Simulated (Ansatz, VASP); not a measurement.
# HfTi3O8 in VASP and in Ansatz

The input INCAR:

```
ALGO = Normal
EDIFF = 1E-6
ENCUT = 520
GGA = PE
ISIF = 2
ISMEAR = -1
LASPH = True
LCHARG = False
LREAL = False
LWAVE = False
NBANDS = 59
NELM = 60
PREC = Accurate
SIGMA = 0.02
```

File KPOINTS:

```
k-points
0
Gamma
  8 4 4
```

POSCAR

```
HfTi3O8
1.0
    3.7266957048      0.0000000000      0.0000000000
    0.0000000000      6.2714850359      0.0000000000
    0.0000000000      0.0000000000      5.6842626337
Ti O Hf
3 8 1
Direct
    0.5000000000      0.2487259488      0.5473809613
    0.0000000000      0.0000000000     -0.0588029045
    0.5000000000      0.7512740512      0.5473809613
    0.5000000000      0.0000000000      0.3863250272
    0.0000000000      0.2260331655      0.1338255400
    0.0000000000      0.2524541513      0.6609335827
    0.5000000000      0.0000000000      0.8295126831
    0.5000000000      0.5000000000      0.3685113965
    0.0000000000      0.7739668345      0.1338255400
    0.0000000000      0.7475458487      0.6609335827
    0.5000000000      0.5000000000      0.8251865414
    0.0000000000      0.5000000000     -0.0350129120
```

Input for Ansatz:

```yaml
crystal:
  lattice:
    - [3.7266957048, 0.0, 0.0]
    - [0.0, 6.2714850359, 0.0]
    - [0.0, 0.0, 5.6842626337]
  atoms:
    - { symbol: Ti, position: [0.5, 0.2487259488, 0.5473809613] }
    - { symbol: Ti, position: [0.0, 0.0, -0.0588029045] }
    - { symbol: O, position: [0.5, 0.0, 0.3863250272] }
    - { symbol: O, position: [0.0, 0.2260331655, 0.13382554] }
    - { symbol: O, position: [0.0, 0.2524541513, 0.6609335827] }
    - { symbol: O, position: [0.5, 0.0, 0.8295126831] }
    - { symbol: Ti, position: [0.5, 0.7512740512, 0.5473809613] }
    - { symbol: Hf, position: [0.0, 0.5, -0.035012912] }
    - { symbol: O, position: [0.5, 0.5, 0.3685113965] }
    - { symbol: O, position: [0.0, 0.7739668345, 0.13382554] }
    - { symbol: O, position: [0.0, 0.7475458487, 0.6609335827] }
    - { symbol: O, position: [0.5, 0.5, 0.8251865414] }
kpoints:
  mp_grid: { grid: [8, 4, 4] }
  band_path:
    path:
      - [[0.0, 0.0, 0.0], [0.5, 0.0, 0.0], [0.5, 0.5, 0.0], [0.0, 0.5, 0.0], [0.0, 0.0, 0.0], [0.0, 0.0, 0.5], [0.5, 0.0, 0.5], [0.5, 0.5, 0.5], [0.0, 0.5, 0.5], [0.0, 0.0, 0.5]]
      - [[0.5, 0.0, 0.0], [0.5, 0.0, 0.5]]
      - [[0.0, 0.5, 0.0], [0.0, 0.5, 0.5]]
      - [[0.5, 0.5, 0.0], [0.5, 0.5, 0.5]]
    npoints: 10
hamiltonian:
  xc: pbe
scf:
  occupations: { method: fermi_dirac, width: 0.02 }
  n_extra_bands: 7
output:
  forces: true
  stress: true
  eigenvalues: true
```

Alike in both runs: task single point; functional PBE; k mesh 8 × 4 × 4; occupations fermi-dirac, width 0.02 eV; no spin polarisation.

```csv
,VASP,Ansatz
version,VASP 6.6.1,Ansatz 0.2.0
potentials or method,"VASP PAW PBE potentials, release 64 (Ti_sv, O, Hf_pv)","plane waves, PAW"
plane-wave cutoff (eV),520,420
valence electrons in the cell,94,110
```

```csv
,VASP,Ansatz,Ansatz less VASP
gap on the k mesh at the Fermi level (eV),2.88,2.90,+0.015
pressure (GPa),5.0,5.1,+0.17
rms of the force components (eV/Å),0.110,0.076,-0.0336
```

The functional is the same, so the differences come from potentials, cutoffs and numerics. VASP's potentials hold 94 valence electrons a cell and Ansatz's 110, so a difference there can come from the potentials and not from the codes.

Neither program's run includes spin-orbit coupling.
